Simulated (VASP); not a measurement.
# Hg2H3F (P4mm) in VASP: single point with PBE

Aim: the single point of Hg2H3F with PBE.

All numbers are computed with VASP 6.6.1; they aren't measurements. Logs are shortened: lines on timing, memory, paths and dates and some standing lists are left out, and cuts for length are marked.

## Step 1: The cell of the first run

It takes space group P4mm (No. 99, tetragonal). Conventional cell: a = 4.354 Å, b = 4.354 Å, c = 7.505 Å, α = 90.00°, β = 90.00°, γ = 90.00°. Hg (site symmetry 4mm) has 5 H at 2.61 to 3.63 Å and 4 Hg at 3.44 Å and 1 F at 3.55 Å within 3.7 Å. Hg (site symmetry 4mm) has 8 H at 3.30 to 4.55 Å and 8 Hg at 3.44 to 4.35 Å and 4 F at 3.91 Å within 4.6 Å. H (site symmetry 4mm) has 1 H at 0.75 Å within 1.0 Å. Within 1.0 Å of H (site symmetry 4mm) lie 1 H at 0.75 Å. Within 1.3 Å of H (site symmetry 4mm) lie 1 F at 0.94 Å. F (site symmetry 4mm) has 1 H at 0.94 Å within 1.3 Å.

## Step 2: Single point, PBE (23.72 Å³/atom)

File INCAR:

```
ALGO = Normal
EDIFF = 1E-6
ENCUT = 700
GGA = PE
GGA_COMPAT = False
ISIF = 2
ISMEAR = 0
LASPH = True
LCHARG = False
LREAL = False
LWAVE = False
NBANDS = 34
NELM = 120
PREC = Accurate
SIGMA = 0.02
```

File KPOINTS:

```
k-points
0
Gamma
  6 6 4
```

File POSCAR:

```
Hg2H3F
1.0
    4.3543546400      0.0000000000      0.0000000000
    0.0000000000      4.3543546400      0.0000000000
    0.0000000000      0.0000000000      7.5048239383
Hg H F
2 3 1
Direct
    0.0000000000      0.0000000000      0.0167994800
    0.5000000000      0.5000000000      0.2216988351
    0.5000000000      0.5000000000      0.6614762933
    0.5000000000      0.5000000000      0.7617117837
    0.0000000000      0.0000000000      0.6689697239
    0.0000000000      0.0000000000      0.5433438839
```

Potentials or basis: VASP PAW PBE potentials, release 64 (Hg_sv_GW, H, F).

Started as:

```
cat potpaw_PBE.64/Hg_sv_GW/POTCAR potpaw_PBE.64/H/POTCAR potpaw_PBE.64/F/POTCAR > POTCAR
mpirun -np 1 vasp_std > vasp.out
```

OUTCAR:

```text
EDIFF = 1E-6
   ENCUT = 700
   GGA = PE
   ISIF = 2
   ISMEAR = 0
   LASPH = True
   LREAL = False
   NELM = 120
   PREC = Accurate

 ion  position               nearest neighbor table
   1  0.000  0.000  0.017-
   2  0.500  0.500  0.222-
   3  0.500  0.500  0.661-   4 0.75
   4  0.500  0.500  0.762-   3 0.75
   5  0.000  0.000  0.669-   6 0.94
   6  0.000  0.000  0.543-   5 0.94

  LATTYP: Found a simple tetragonal cell.
 ALAT       =     4.3543546400
 C/A-ratio  =     1.7235215224

  Lattice vectors:

 A1 = (   4.3543546400,   0.0000000000,   0.0000000000)
 A2 = (   0.0000000000,   4.3543546400,   0.0000000000)
 A3 = (   0.0000000000,   0.0000000000,   7.5048239383)

Analysis of symmetry for initial positions (statically):
=====================================================================
 Subroutine PRICEL returns:
 Original cell was already a primitive cell.

 Routine SETGRP: Setting up the symmetry group for a
 simple tetragonal supercell.

 Subroutine GETGRP returns: Found  8 space group operations
 (whereof  8 operations were pure point group operations)
 out of a pool of 16 trial point group operations.

The static configuration has the point symmetry C_4v.

Analysis of symmetry for dynamics (positions and initial velocities):
=====================================================================
 Subroutine PRICEL returns:
 Original cell was already a primitive cell.

 Routine SETGRP: Setting up the symmetry group for a
 simple tetragonal supercell.

 Subroutine GETGRP returns: Found  8 space group operations
 (whereof  8 operations were pure point group operations)
 out of a pool of 16 trial point group operations.

The dynamic configuration has the point symmetry C_4v.

 Subroutine INISYM returns: Found  8 space group operations
 (whereof  8 operations are pure point group operations),
 and found     1 'primitive' translations

----------------------------------------------------------------------------------------

                                     Primitive cell

  volume of cell :     142.2945

  direct lattice vectors                    reciprocal lattice vectors
     4.354354640  0.000000000  0.000000000     0.229655157  0.000000000  0.000000000
     0.000000000  4.354354640  0.000000000     0.000000000  0.229655157  0.000000000
     0.000000000  0.000000000  7.504823938     0.000000000  0.000000000  0.133247630

  length of vectors
     4.354354640  4.354354640  7.504823938     0.229655157  0.229655157  0.133247630

  position of ions in fractional coordinates (direct lattice)
     0.000000000  0.000000000  0.016799480
     0.500000000  0.500000000  0.221698835
     0.500000000  0.500000000  0.661476293
     0.500000000  0.500000000  0.761711784
     0.000000000  0.000000000  0.668969724
     0.000000000  0.000000000  0.543343884

  ion indices of the primitive-cell ions
   primitive index   ion index
                 1           1
                 2           2
                 3           3
                 4           4
                 5           5
                 6           6

----------------------------------------------------------------------------------------

 KPOINTS: k-points

Automatic generation of k-mesh.
 Grid dimensions read from file:
 generate k-points for:    6    6    4

 Generating k-lattice:

  Cartesian coordinates                     Fractional coordinates (reciprocal lattice)
     0.038275860  0.000000000  0.000000000     0.166666667  0.000000000  0.000000000
     0.000000000  0.038275860  0.000000000     0.000000000  0.166666667  0.000000000
     0.000000000  0.000000000  0.033311907     0.000000000  0.000000000  0.250000000

  Length of vectors
     0.038275860  0.038275860  0.033311907

  Shift w.r.t. Gamma in fractional coordinates (k-lattice)
     0.000000000  0.000000000  0.000000000

 Subroutine IBZKPT returns following result:
 ===========================================

 Found     30 irreducible k-points:

 Following reciprocal coordinates:
            Coordinates               Weight
  0.000000  0.000000  0.000000      1.000000
  0.166667  0.000000  0.000000      4.000000
  0.333333  0.000000  0.000000      4.000000
  0.500000  0.000000  0.000000      2.000000
  0.166667  0.166667  0.000000      4.000000
  0.333333  0.166667  0.000000      8.000000
[... 16 lines left out ...]
  0.333333  0.000000  0.500000      4.000000
  0.500000  0.000000  0.500000      2.000000
 [... further k-points ...]
   k-points           NKPTS =     30   k-points in BZ     NKDIM =     30   number of bands    NBANDS=     34
   number of dos      NEDOS =    301   number of ions     NIONS =      6
   total plane-waves  NPLWV = 112000
   dimension x,y,z NGX =    40 NGY =   40 NGZ =   70
   dimension x,y,z NGXF=    80 NGYF=   80 NGZF=  140
   ions per type =               2   3   1
   NGX,Y,Z   is equivalent  to a cutoff of  15.27, 15.27, 15.51 a.u.
   NGXF,Y,Z  is equivalent  to a cutoff of  30.54, 30.54, 31.01 a.u.
 SYSTEM =  unknown system
   PREC   = accura    normal or accurate (medium, high low for compatibility)
   ISTART =      0    job   : 0-new  1-cont  2-samecut
   ICHARG =      2    charge: 1-file 2-atom 10-const
   ISPIN  =      1    spin polarized calculation?
   LNONCOLLINEAR =      F non collinear calculations
   LSORBIT =      F    spin-orbit coupling
   LASPH  =      T    aspherical Exc in radial PAW
   ENCUT  =  700.0 eV  51.45 Ry    7.17 a.u.   9.39  9.39 16.19*2*pi/ulx,y,z
   NELM   =    120;   NELMIN=  2; NELMDL= -5     # of ELM steps
   EDIFF  = 0.1E-05   stopping-criterion for ELM
   LREAL  =      F    real-space projection
[... 7 lines left out ...]
   TEBEG  =    0.0;   TEEND  =   0.0 temperature during run
   PSTRESS=    0.0 pullay stress
   NELECT =      50.0000    total number of electrons
   NUPDOWN=      -1.0000    fix difference up-down
   EMIN   =  10.00;   EMAX   =-10.00  energy-range for DOS
   EFERMI =   0.00;   METHOD = LEGACY
   ISMEAR =     0;   SIGMA  =   0.02  broadening in eV -4-tet -1-fermi 0-gaus
   EFERMI_NEDOS =   21; number of points for ismear=-14 and -15
   IALGO  =     38    algorithm
   IMIX   =      4    mixing-type and parameters
     AMIX     =   0.40;   BMIX     =  1.00
     AMIX_MAG =   1.60;   BMIX_MAG =  1.00
  volume/ion in A,a.u.               =      23.72       160.04
  Fermi-wavevector in a.u.,A,eV,Ry     =   1.155231  2.183070 18.157770  1.334558
  Thomas-Fermi vector in A             =   2.291861
   LORBIT       =      0    0 simple, 1 ext, 2 COOP (PROOUT), +10 PAW based schemes
   GGA     = PE    functional components
   LHFCALC =     F    Hartree Fock is set to
   AEXX    =    0.0000 exact exchange contribution
   IVDW    =     0    specifies the selected vdW correction
   LEPSILON=     F    determine dielectric tensor
   LRPA    =     F    only Hartree local field effects (RPA)
 non-spin polarized calculation
 Gauss-broadening in eV      SIGMA  =   0.02
  energy-cutoff  :      700.00
  volume of cell :      142.29
 maximum number of plane-waves:      6011
 NGX is ok and might be reduce to    40
   NGX = 19   NGY = 19   NGZ = 33

 number of electron      50.0000008 magnetization

 Free energy of the ion-electron system (eV)
  ---------------------------------------------------
  ext. energy  EPLUGINS =         0.00000000
  ---------------------------------------------------
  free energy    TOTEN  =       -15.06500735 eV

  energy without entropy =      -15.06500735  energy(sigma->0) =      -15.06500735

 E-fermi :  -1.3098     XC(G=0):  -7.0374

 val. band max:       -1.6030928485   @ k =   0.0000   0.0000   0.5000
 cond. band min:       0.7479287158   @ k =   0.5000   0.5000   0.0000
 fundamental gap:      2.3510215644
 Fermi energy:        -1.3097773349

 k-point     1 :       0.0000    0.0000    0.0000
  band No.  band energies     occupation
      1    -114.6249      2.00000
      2    -114.3544      2.00000
      3     -62.9913      2.00000
      4     -62.9601      2.00000
      5     -62.9601      2.00000
      6     -62.7045      2.00000
[... 26 lines left out ...]
     33       7.8872      0.00000
     34       7.8873      0.00000

 k-point     2 :       0.1667    0.0000    0.0000
  band No.  band energies     occupation
      1    -114.6249      2.00000
      2    -114.3544      2.00000
      3     -62.9913      2.00000
      4     -62.9601      2.00000
      5     -62.9601      2.00000
      6     -62.7046      2.00000
[... 26 lines left out ...]
     33       7.9278      0.00000
     34       8.4157      0.00000

 k-point     3 :       0.3333    0.0000    0.0000
  band No.  band energies     occupation
      1    -114.6249      2.00000
      2    -114.3544      2.00000
      3     -62.9913      2.00000
      4     -62.9602      2.00000
      5     -62.9601      2.00000
      6     -62.7046      2.00000
[... 26 lines left out ...]
     33       7.9514      0.00000
     34       8.4584      0.00000

 k-point     4 :       0.5000    0.0000    0.0000
  band No.  band energies     occupation
      1    -114.6249      2.00000
      2    -114.3544      2.00000
      3     -62.9913      2.00000
      4     -62.9602      2.00000
      5     -62.9600      2.00000
      6     -62.7047      2.00000
[... 26 lines left out ...]
     33       7.7611      0.00000
     34       8.4521      0.00000

 k-point     5 :       0.1667    0.1667    0.0000
  band No.  band energies     occupation
      1    -114.6249      2.00000
      2    -114.3544      2.00000
      3     -62.9913      2.00000
      4     -62.9601      2.00000
      5     -62.9601      2.00000
      6     -62.7046      2.00000
[... 621 lines left out ...]
 k-point    22 :       0.1667    0.0000    0.5000
  band No.  band energies     occupation
      1    -114.6249      2.00000
      2    -114.3544      2.00000
      3     -62.9913      2.00000
      4     -62.9601      2.00000
      5     -62.9601      2.00000
      6     -62.7046      2.00000
[... 26 lines left out ...]
     33       8.3311      0.00000
     34       9.1829      0.00000

 k-point    23 :       0.3333    0.0000    0.5000
  band No.  band energies     occupation
      1    -114.6249      2.00000
      2    -114.3544      2.00000
      3     -62.9913      2.00000
      4     -62.9602      2.00000
      5     -62.9601      2.00000
      6     -62.7046      2.00000
[... 26 lines left out ...]
     33       7.4170      0.00000
     34       8.6131      0.00000

 k-point    24 :       0.5000    0.0000    0.5000
  band No.  band energies     occupation
      1    -114.6249      2.00000
      2    -114.3544      2.00000
      3     -62.9913      2.00000
      4     -62.9602      2.00000
      5     -62.9600      2.00000
      6     -62.7047      2.00000
[... 26 lines left out ...]
     33       7.0270      0.00000
     34       8.3307      0.00000

 [... further k-points ...]
[... 5 lines left out ...]
  --------------------------------------------------------------------------------------
  -------------------------------------------------------------------------------------
  Total       -0.1906512     -0.1906512     -0.0313387      0.0000000     -0.0000000      0.0000000
  in kB       -2.1466538     -2.1466538     -0.3528613      0.0000000     -0.0000000      0.0000000
  external PRESSURE =      -1.5487230 kB  Pullay stress =       0.0000000 kB

 VOLUME and BASIS-vectors are now :
 -----------------------------------------------------------------------------
  energy-cutoff  :      700.00
  volume of cell :      142.29
      direct lattice vectors                 reciprocal lattice vectors
     4.354354640  0.000000000  0.000000000     0.229655157  0.000000000  0.000000000
     0.000000000  4.354354640  0.000000000     0.000000000  0.229655157  0.000000000
     0.000000000  0.000000000  7.504823938     0.000000000  0.000000000  0.133247630

 POSITION                                       TOTAL-FORCE (eV/Angst)
 -----------------------------------------------------------------------------------
      0.00000      0.00000      0.12608         0.000000     -0.000000     -0.004693
      2.17718      2.17718      1.66381         0.000000     -0.000000      0.002669
      2.17718      2.17718      4.96426         0.000000     -0.000000      0.019147
      2.17718      2.17718      5.71651         0.000000      0.000000     -0.019182
      0.00000      0.00000      5.02050         0.000000     -0.000000      0.279741
      0.00000      0.00000      4.07770         0.000000      0.000000     -0.277682
 -----------------------------------------------------------------------------------
    total drift:                               -0.000000      0.000000     -0.000512

  FREE ENERGIE OF THE ION-ELECTRON SYSTEM (eV)
  ---------------------------------------------------
  free  energy   TOTEN  =       -15.0650073499 eV

  energy  without entropy=      -15.0650073499  energy(sigma->0) =      -15.06500735
```

It took 2.6 min on 1 thread of Intel Xeon Platinum 8488C (Sapphire Rapids), shared host; peak memory 0.47 GiB.

What came out:

* Free energy: -15.0650 eV
* Pressure: -0.2 GPa
* Largest force: 0.280 eV/Å
* Band gap on the k mesh: 2.35 eV (least direct gap 2.83 eV)

Forces in eV/Å, atoms in the order of the input:
```
Hg   0.000  0.000 -0.005
Hg   0.000  0.000  0.003
H    0.000  0.000  0.019
H    0.000  0.000 -0.019
H    0.000  0.000  0.280
F    0.000  0.000 -0.278
```

Stress tensor (GPa, compression positive):
```
-0.21  0.00  0.00
 0.00 -0.21  0.00
 0.00  0.00 -0.04
```

Levels at points of the mesh, in eV from the valence-band top:
```tsv
k point	band 22	band 23	band 24	band 25	band 26	band 27	band 28	band 29
(0.00, 0.00, 0.00)	-3.65	-3.65	-3.52	0.00	4.20	5.37	5.37	5.37
(0.50, 0.00, 0.00)	-3.64	-3.63	-1.94	-1.55	3.23	3.25	5.68	7.38
(0.50, 0.50, 0.00)	-3.73	-3.73	-0.86	-0.48	2.35	2.35	4.97	5.00
(0.00, 0.00, 0.50)	-3.64	-3.64	-3.64	0.00	4.64	5.39	5.39	5.59
(0.50, 0.00, 0.50)	-3.64	-3.64	-1.85	-1.66	2.65	3.79	6.91	7.11
(0.50, 0.50, 0.50)	-3.72	-3.72	-0.82	-0.54	2.36	2.36	4.45	6.08
```

Caveat: spin-orbit coupling is left out, which moves the levels of the heavy elements. A k mesh can miss the band edges.
